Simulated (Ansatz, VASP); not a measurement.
**One calculation of SiC, two programs**

```
CELL_PARAMETERS angstrom
2.17400 -2.17400 0.00000
2.17400 0.00000 -2.17400
12.68181 6.70309 6.70309
ATOMIC_POSITIONS crystal
Si 0.60940 0.60940 0.06247
Si 0.17882 0.17882 0.89580
Si 0.12329 0.12329 0.22913
Si 0.15105 0.15105 0.56247
Si 0.63717 0.63717 0.39580
Si 0.66494 0.66494 0.72913
C 0.26564 0.26564 0.43747
C 0.75176 0.75176 0.27080
C 0.77952 0.77952 0.60413
C 0.80729 0.80729 0.93747
C 0.29341 0.29341 0.77080
C 0.23787 0.23787 0.10413
```

Alike in both runs: task single point; functional PBE; k mesh 10 × 10 × 2; occupations gaussian, width 0.05 eV; no spin polarisation.

|  | VASP | Ansatz |
| --- | --- | --- |
| version | VASP 6.6.1 | Ansatz 0.2.0 |
| potentials or method | VASP PAW PBE potentials, release 64 (Si, C), cutoff 520 eV | scalar-relativistic, plane waves, PAW |
| valence electrons in the cell | 48 | 48 |

```csv
,VASP,Ansatz,Ansatz less VASP
gap on the k mesh at the Fermi level (eV),1.03,1.03,+0.003
least direct gap on the mesh (eV),1.96,1.96,+0.004
pressure (GPa),4.4,4.5,+0.06
"traceless stress, the component that is largest in VASP (GPa)",-2.71,-2.70,+0.017
rms of the force components (eV/Å),0.278,0.278,-0.0002
```

Atom by atom the forces differ by 0.001 eV/Å (rms over components).
